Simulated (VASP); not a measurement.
# TcRh (P-6m2) in VASP: further runs

Runs on TcRh. Level: LDA. Tasks: single point.

Everything below comes from runs of VASP 6.6.1. Logs are shortened: lines on timing, memory, paths and dates and some standing lists are left out, and cuts for length are marked.

### Step 1. The cell of the first run

Symmetry: P-6m2, No. 187, hexagonal system. The conventional cell has a = 2.746 Å, b = 2.746 Å, c = 4.369 Å, α = 90.00°, β = 90.00°, γ = 120.00°. Tc (site symmetry -6m2) has 6 Rh at 2.70 Å and 6 Tc at 2.75 Å within 3.6 Å. Rh (site symmetry -6m2) has 6 Tc at 2.70 Å and 6 Rh at 2.75 Å within 3.6 Å.

### Step 2. Single point, LDA

File INCAR:

```
SYSTEM = TcRh
ALGO = Normal ; EDIFF = 1E-6
ENCUT = 520 ; ISIF = 2
ISMEAR = -1 ; LASPH = .TRUE.
LCHARG = .TRUE. ; LELF = .TRUE.
LREAL = .FALSE. ; LVHAR = .TRUE.
LWAVE = .FALSE. ; NBANDS = 21
NELM = 60 ; PREC = Accurate
SIGMA = 0.1
```

File KPOINTS:

```
k-points
0
G
  12 12 7
  0 0 0
```

File POSCAR:

```
TcRh
1.0
    2.7460390992      0.0000000000      0.0000000000
   -1.3730200540      2.3781398412      0.0000000000
    0.0000000000      0.0000000000      4.3692876668
Tc Rh
1 1
Direct
    0.6666666667      0.3333333333      0.0000000000
    0.0000000000      0.0000000000      0.5000000000
```

Potentials or basis: VASP PAW LDA potentials, release 64 (Tc_pv, Rh_pv).

The run is started by

```console
cat potpaw_LDA.64/Tc_pv/POTCAR potpaw_LDA.64/Rh_pv/POTCAR > POTCAR
mpirun -np 1 vasp_std > vasp.out
```

OUTCAR:

```text
SYSTEM = TcRh
   EDIFF = 1E-6
   ENCUT = 520
   ISIF = 2
   ISMEAR = -1
   LASPH = .TRUE.
   LREAL = .FALSE.
   NELM = 60
   PREC = Accurate

 ion  position               nearest neighbor table
   1  0.667  0.333  0.000-   2 2.70   2 2.70   2 2.70   2 2.70   2 2.70   2 2.70
   2  0.000  0.000  0.500-   1 2.70   1 2.70   1 2.70   1 2.70   1 2.70   1 2.70

  LATTYP: Found a hexagonal cell.
 ALAT       =     2.7460390992
 C/A-ratio  =     1.5911236180

  Lattice vectors:

 A1 = (   2.7460390992,   0.0000000000,   0.0000000000)
 A2 = (  -1.3730200540,   2.3781398412,   0.0000000000)
 A3 = (   0.0000000000,   0.0000000000,   4.3692876668)

Analysis of symmetry for initial positions (statically):
=====================================================================
 Subroutine PRICEL returns:
 Original cell was already a primitive cell.

 Routine SETGRP: Setting up the symmetry group for a
 hexagonal supercell.

 Subroutine GETGRP returns: Found 12 space group operations
 (whereof 12 operations were pure point group operations)
 out of a pool of 24 trial point group operations.

The static configuration has the point symmetry D_3h.

Analysis of symmetry for dynamics (positions and initial velocities):
=====================================================================
 Subroutine PRICEL returns:
 Original cell was already a primitive cell.

 Routine SETGRP: Setting up the symmetry group for a
 hexagonal supercell.

 Subroutine GETGRP returns: Found 12 space group operations
 (whereof 12 operations were pure point group operations)
 out of a pool of 24 trial point group operations.

The dynamic configuration has the point symmetry D_3h.

 Subroutine INISYM returns: Found 12 space group operations
 (whereof 12 operations are pure point group operations),
 and found     1 'primitive' translations

----------------------------------------------------------------------------------------

                                     Primitive cell

  volume of cell :      28.5335

  direct lattice vectors                    reciprocal lattice vectors
     2.746039099  0.000000000  0.000000000     0.364160875  0.210248437  0.000000000
    -1.373020054  2.378139841  0.000000000     0.000000000  0.420496719  0.000000000
     0.000000000  0.000000000  4.369287667     0.000000000  0.000000000  0.228870259

  length of vectors
     2.746039099  2.746039543  4.369287667     0.420496787  0.420496719  0.228870259

  position of ions in fractional coordinates (direct lattice)
     0.666666667  0.333333333  0.000000000
     0.000000000  0.000000000  0.500000000

  ion indices of the primitive-cell ions
   primitive index   ion index
                 1           1
                 2           2

----------------------------------------------------------------------------------------

 KPOINTS: k-points

Automatic generation of k-mesh.
 Grid dimensions read from file:
 generate k-points for:   12   12    7

 Generating k-lattice:

  Cartesian coordinates                     Fractional coordinates (reciprocal lattice)
     0.030346740  0.017520703  0.000000000     0.083333333  0.000000000  0.000000000
     0.000000000  0.035041393  0.000000000     0.000000000  0.083333333  0.000000000
     0.000000000  0.000000000  0.032695751     0.000000000  0.000000000  0.142857143

  Length of vectors
     0.035041399  0.035041393  0.032695751

  Shift w.r.t. Gamma in fractional coordinates (k-lattice)
     0.000000000  0.000000000  0.000000000

 Subroutine IBZKPT returns following result:
 ===========================================

 Found     76 irreducible k-points:

 Following reciprocal coordinates:
            Coordinates               Weight
  0.000000  0.000000  0.000000      1.000000
  0.083333  0.000000  0.000000      6.000000
  0.166667  0.000000  0.000000      6.000000
  0.250000 -0.000000  0.000000      6.000000
  0.333333 -0.000000  0.000000      6.000000
  0.416667  0.000000  0.000000      6.000000
[... 16 lines left out ...]
  0.250000 -0.000000  0.142857     12.000000
  0.333333 -0.000000  0.142857     12.000000
 [... further k-points ...]
   k-points           NKPTS =     76   k-points in BZ     NKDIM =     76   number of bands    NBANDS=     21
   number of dos      NEDOS =    301   number of ions     NIONS =      2
   total plane-waves  NPLWV =  12800
   dimension x,y,z NGX =    20 NGY =   20 NGZ =   32
   dimension x,y,z NGXF=    40 NGYF=   40 NGZF=   64
   ions per type =               1   1
   NGX,Y,Z   is equivalent  to a cutoff of  12.11, 12.11, 12.18 a.u.
   NGXF,Y,Z  is equivalent  to a cutoff of  24.22, 24.22, 24.35 a.u.
 SYSTEM =  TcRh
   PREC   = accura    normal or accurate (medium, high low for compatibility)
   ISTART =      0    job   : 0-new  1-cont  2-samecut
   ICHARG =      2    charge: 1-file 2-atom 10-const
   ISPIN  =      1    spin polarized calculation?
   LNONCOLLINEAR =      F non collinear calculations
   LSORBIT =      F    spin-orbit coupling
   LASPH  =      T    aspherical Exc in radial PAW
   ENCUT  =  520.0 eV  38.22 Ry    6.18 a.u.   5.11  5.11  8.12*2*pi/ulx,y,z
   NELM   =     60;   NELMIN=  2; NELMDL= -5     # of ELM steps
   EDIFF  = 0.1E-05   stopping-criterion for ELM
   LREAL  =      F    real-space projection
   EDIFFG = 0.1E-04   stopping-criterion for IOM
   NSW    =      0    number of steps for IOM
   IBRION =     -1    ionic relax: 0-MD 1-quasi-New 2-CG
   NFREE  =      0    steps in history (QN), initial steepest desc. (CG)
   ISIF   =      2    stress and relaxation
   ISYM   =      2    0-nonsym 1-usesym 2-fastsym
   POTIM  = 0.5000    time-step for ionic-motion
   TEBEG  =    0.0;   TEEND  =   0.0 temperature during run
   PSTRESS=    0.0 pullay stress
   NELECT =      28.0000    total number of electrons
   NUPDOWN=      -1.0000    fix difference up-down
   EMIN   =  10.00;   EMAX   =-10.00  energy-range for DOS
   EFERMI =   0.00;   METHOD = LEGACY
   ISMEAR =    -1;   SIGMA  =   0.10  broadening in eV -4-tet -1-fermi 0-gaus
   EFERMI_NEDOS =   21; number of points for ismear=-14 and -15
   IALGO  =     38    algorithm
   IMIX   =      4    mixing-type and parameters
     AMIX     =   0.40;   BMIX     =  1.00
     AMIX_MAG =   1.60;   BMIX_MAG =  1.00
  volume/ion in A,a.u.               =      14.27        96.28
  Fermi-wavevector in a.u.,A,eV,Ry     =   1.626832  3.074266 36.008920  2.646581
  Thomas-Fermi vector in A             =   2.719726
   LORBIT       =      0    0 simple, 1 ext, 2 COOP (PROOUT), +10 PAW based schemes
   GGA     = CA    functional components
   LHFCALC =     F    Hartree Fock is set to
   AEXX    =    0.0000 exact exchange contribution
   IVDW    =     0    specifies the selected vdW correction
   LEPSILON=     F    determine dielectric tensor
   LRPA    =     F    only Hartree local field effects (RPA)
 non-spin polarized calculation
  energy-cutoff  :      520.00
  volume of cell :       28.53
 maximum number of plane-waves:       784
   NGX = 11   NGY = 11   NGZ = 17

 number of electron      27.9999995 magnetization

 Free energy of the ion-electron system (eV)
  ---------------------------------------------------
  ext. energy  EPLUGINS =         0.00000000
  ---------------------------------------------------
  free energy    TOTEN  =       -20.62888644 eV

  energy without entropy =      -20.56626581  energy(sigma->0) =      -20.59757612

 E-fermi :  12.0120     XC(G=0): -14.0880

 val. band max:       12.0067112878   @ k =   0.4167   0.0000   0.2857
 cond. band min:      12.0390288833   @ k =   0.3333   0.0833   0.0000
 fundamental gap:      0.0323175955
 Fermi energy:        12.0120254280

 k-point     1 :       0.0000    0.0000    0.0000
  band No.  band energies     occupation
      1     -34.6858      2.00000
      2     -34.2835      2.00000
      3     -34.2835      2.00000
      4     -26.9759      2.00000
      5     -26.4164      2.00000
      6     -26.4164      2.00000
[... 13 lines left out ...]
     20      26.6989      0.00000
     21      29.2264      0.00000

 k-point     2 :       0.0833    0.0000    0.0000
  band No.  band energies     occupation
      1     -34.6802      2.00000
      2     -34.3150      2.00000
      3     -34.2911      2.00000
      4     -26.9694      2.00000
      5     -26.4805      2.00000
      6     -26.4310      2.00000
[... 13 lines left out ...]
     20      27.1312      0.00000
     21      29.5100      0.00000

 k-point     3 :       0.1667    0.0000    0.0000
  band No.  band energies     occupation
      1     -34.6650      2.00000
      2     -34.4004      2.00000
      3     -34.3118      2.00000
      4     -26.9515      2.00000
      5     -26.6536      2.00000
      6     -26.4707      2.00000
[... 13 lines left out ...]
     20      27.6160      0.00000
     21      29.8612      0.00000

 k-point     4 :       0.2500   -0.0000    0.0000
  band No.  band energies     occupation
      1     -34.6441      2.00000
      2     -34.5159      2.00000
      3     -34.3400      2.00000
      4     -26.9270      2.00000
      5     -26.8848      2.00000
      6     -26.5245      2.00000
[... 13 lines left out ...]
     20      25.6131      0.00000
     21      28.5360      0.00000

 k-point     5 :       0.3333   -0.0000    0.0000
  band No.  band energies     occupation
      1     -34.6301      2.00000
      2     -34.6231      2.00000
      3     -34.3681      2.00000
      4     -27.1105      2.00000
      5     -26.9023      2.00000
      6     -26.5778      2.00000
[... 13 lines left out ...]
     20      22.9617      0.00000
     21      26.6672      0.00000

 k-point     6 :       0.4167    0.0000    0.0000
  band No.  band energies     occupation
      1     -34.7127      2.00000
      2     -34.6078      2.00000
      3     -34.3885      2.00000
      4     -27.2723      2.00000
      5     -26.8840      2.00000
      6     -26.6165      2.00000
[... 13 lines left out ...]
     20      22.5354      0.00000
     21      25.1855      0.00000

 k-point     7 :       0.5000   -0.0000    0.0000
  band No.  band energies     occupation
      1     -34.7428      2.00000
      2     -34.6022      2.00000
      3     -34.3960      2.00000
      4     -27.3308      2.00000
      5     -26.8773      2.00000
      6     -26.6307      2.00000
[... 13 lines left out ...]
     20      23.2140      0.00000
     21      24.6016      0.00000
[... 291 lines left out ...]
      1     -34.6816      2.00000
      2     -34.2834      2.00000
      3     -34.2834      2.00000
      4     -26.9851      2.00000
      5     -26.4166      2.00000
      6     -26.4166      2.00000
[... 13 lines left out ...]
     20      26.3667      0.00000
     21      29.1647      0.00000

 k-point    21 :       0.0833    0.0000    0.1429
  band No.  band energies     occupation
      1     -34.6763      2.00000
      2     -34.3150      2.00000
      3     -34.2910      2.00000
      4     -26.9779      2.00000
      5     -26.4805      2.00000
      6     -26.4312      2.00000
[... 13 lines left out ...]
     20      26.7991      0.00000
     21      29.4599      0.00000

 k-point    22 :       0.1667    0.0000    0.1429
  band No.  band energies     occupation
      1     -34.6620      2.00000
      2     -34.4007      2.00000
      3     -34.3117      2.00000
      4     -26.9580      2.00000
      5     -26.6529      2.00000
      6     -26.4710      2.00000
[... 13 lines left out ...]
     20      27.4881      0.00000
     21      29.3701      0.00000

 k-point    23 :       0.2500   -0.0000    0.1429
  band No.  band energies     occupation
      1     -34.6424      2.00000
      2     -34.5165      2.00000
      3     -34.3399      2.00000
      4     -26.9316      2.00000
      5     -26.8826      2.00000
      6     -26.5249      2.00000
[... 13 lines left out ...]
     20      25.8045      0.00000
     21      28.5250      0.00000

 k-point    24 :       0.3333   -0.0000    0.1429
  band No.  band energies     occupation
      1     -34.6319      2.00000
      2     -34.6218      2.00000
      3     -34.3679      2.00000
      4     -27.1087      2.00000
      5     -26.9030      2.00000
      6     -26.5783      2.00000
[... 13 lines left out ...]
     20      23.6402      0.00000
     21      27.0836      0.00000

 [... further k-points ...]
[... 5 lines left out ...]
  --------------------------------------------------------------------------------------
  -------------------------------------------------------------------------------------
  Total       -3.1661446     -3.1661451     -3.0239385      0.0000007      0.0000000      0.0000000
  in kB     -177.7815048   -177.7815379   -169.7965231      0.0000377      0.0000000      0.0000000
  external PRESSURE =    -175.1198553 kB  Pullay stress =       0.0000000 kB

 VOLUME and BASIS-vectors are now :
 -----------------------------------------------------------------------------
  energy-cutoff  :      520.00
  volume of cell :       28.53
      direct lattice vectors                 reciprocal lattice vectors
     2.746039099  0.000000000  0.000000000     0.364160875  0.210248437  0.000000000
    -1.373020054  2.378139841  0.000000000     0.000000000  0.420496719  0.000000000
     0.000000000  0.000000000  4.369287667     0.000000000  0.000000000  0.228870259

 POSITION                                       TOTAL-FORCE (eV/Angst)
 -----------------------------------------------------------------------------------
      1.37302      0.79271      0.00000        -0.000000      0.000000      0.000000
      0.00000      0.00000      2.18464         0.000000     -0.000000      0.000000
 -----------------------------------------------------------------------------------
    total drift:                               -0.000002     -0.000001      0.000000

  FREE ENERGIE OF THE ION-ELECTRON SYSTEM (eV)
  ---------------------------------------------------
  free  energy   TOTEN  =       -20.6288864379 eV

  energy  without entropy=      -20.5662658062  energy(sigma->0) =      -20.59757612
```

It took 24 s on 1 thread of Intel Xeon Platinum 8488C (Sapphire Rapids), shared host; peak memory 0.16 GiB.

Results:

| Quantity | Value |
| --- | --- |
| Free energy | -20.6289 eV |
| Pressure | -17.5 GPa |
| Band gap on the k mesh | zero (band 14 reaches 12.89 eV, above the bottom of band 15 at 10.62 eV) |

Stress tensor (GPa, compression positive):
```
-17.78   0.00   0.00
  0.00 -17.78   0.00
  0.00   0.00 -16.98
```

Levels at points of the mesh, in eV from the Fermi level:
| k point | band 10 | band 11 | band 12 | band 13 | band 14 | band 15 | band 16 | band 17 | band 18 | band 19 |
| --- | --- | --- | --- | --- | --- | --- | --- | --- | --- | --- |
| (0.00, 0.00, 0.00) | -2.80 | -2.37 | -1.62 | -1.62 | -1.40 | -1.40 | 1.15 | 1.46 | 1.46 | 9.67 |
| (0.50, 0.00, 0.00) | -2.96 | -2.01 | -1.93 | -1.35 | 0.39 | 1.91 | 2.83 | 3.66 | 6.05 | 10.48 |

[end of part 1 of 2]
